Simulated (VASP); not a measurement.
## Yb2F: single point with r2SCAN

Yb2F:

```xyz
3
Lattice="0.0000 3.2585 0.0000 3.2585 0.0000 0.0000 1.6292 1.6292 -6.3731" Properties=species:S:1:pos:R:3 pbc="T T T"
Yb    1.6292    1.6292   -1.8005
Yb    3.2585    3.2585   -4.5727
F     0.0000    0.0000    0.0000
```

```yaml
Program: VASP 6.6.1
Task: single point
Functional: r2SCAN
Potentials_or_basis: VASP PAW PBE potentials, release 64 (Yb, F)
Cutoff: 800 eV
k_mesh: 5 × 5 × 5
Occupations: fermi-dirac, width 0.1 eV
Spin: no spin polarisation
```

| Item | Value |
| --- | --- |
| Pressure | -0.4 GPa |
| Largest force | 0.029 eV/Å |
| Band gap on the k mesh | zero (an odd number of electrons rules out a gap without spin polarisation) |

Forces in eV/Å, atoms in the order of the input:
```
Yb   0.000  0.000 -0.029
Yb   0.000  0.000  0.029
F    0.000  0.000  0.000
```

Stress tensor (GPa, compression positive):
```
-0.37  0.00  0.00
 0.00 -0.37  0.00
 0.00  0.00 -0.45
```

Levels at points of the mesh, in eV from the Fermi level:
```csv
k point,band 25,band 26,band 27,band 28,band 29,band 30,band 31,band 32
"(0.00, 0.00, 0.00)",-0.51,-0.50,-0.50,-0.49,0.42,1.09,1.18,2.59
```

Run time: 18 min on 1 thread of Intel Xeon 8259CL (shared host), peak memory 0.3 GiB.

Caveat: the k points lie up to 0.40 Å⁻¹ apart, too coarse for converged energies and pressures of a metal; the PAW data sets were made with another functional, which shifts forces and pressure a little; spin-orbit coupling is left out, which moves the levels of the heavy elements; an odd number of electrons without spin polarisation forces a metal; a magnetic or distorted state may lie lower. Spin polarisation is off, so any magnetic state and its effect on volume and gap are missing.
